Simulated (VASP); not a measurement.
Set up this calculation in VASP 6.6.1, as the native input.

- Task: single point
- Functional: PBE
- Potentials or basis: VASP PAW PBE potentials, release 64 (Pb_d)
- Cutoff: 520 eV
- k mesh: 9 × 9 × 9
- Occupations: fermi-dirac, width 0.05 eV
- Spin: non-collinear spin, zero start, spin-orbit coupling
- Starting moments: [[0.0, 0.0, 0.0]] μB
- Dipole correction: no
- Further INCAR settings: ALGO = Fast; EDIFF = 1e-06; NBANDS = 25

The structure of Pb lies in POSCAR:

```
Pb
1.0
    0.0000000000      2.4415696833      2.4415696833
    2.4415696833      0.0000000000      2.4415696833
    2.4415696833      2.4415696833      0.0000000000
Pb
1
Direct
    0.0000000000      0.0000000000      0.0000000000
```

The input as run:

INCAR

```
PREC = Accurate ; ENCUT = 520
EDIFF = 1E-6 ; ISMEAR = -1
SIGMA = 0.05 ; LREAL = F
LASPH = T ; NELM = 150
ALGO = Fast ; ISIF = 2
LWAVE = F ; LCHARG = T
LNONCOLLINEAR = T ; MAGMOM = 0 0 0
LORBIT = 11 ; LSORBIT = T
GGA_COMPAT = F ; LORBMOM = T
GGA = PE ; LVHAR = T
NBANDS = 25
```

KPOINTS

```
regular mesh
0
Gamma
  9 9 9
```

Potentials or basis: VASP PAW PBE potentials, release 64 (Pb_d).

Command:

```bash
$ cat potpaw_PBE.64/Pb_d/POTCAR > POTCAR
$ mpirun -np 1 vasp_ncl > vasp.out
```

It gave:

| Quantity | Value |
| --- | --- |
| Pressure | 4.5 GPa |
| Net moment | 0.00 μB per cell |
| Valence electrons inside the program's atomic spheres | Pb 11.99 |

It took 76 s on 1 thread of Intel(R) Xeon(R) Platinum 8559C (Emerald Rapids), on a shared host, peak memory 0.26 GiB.
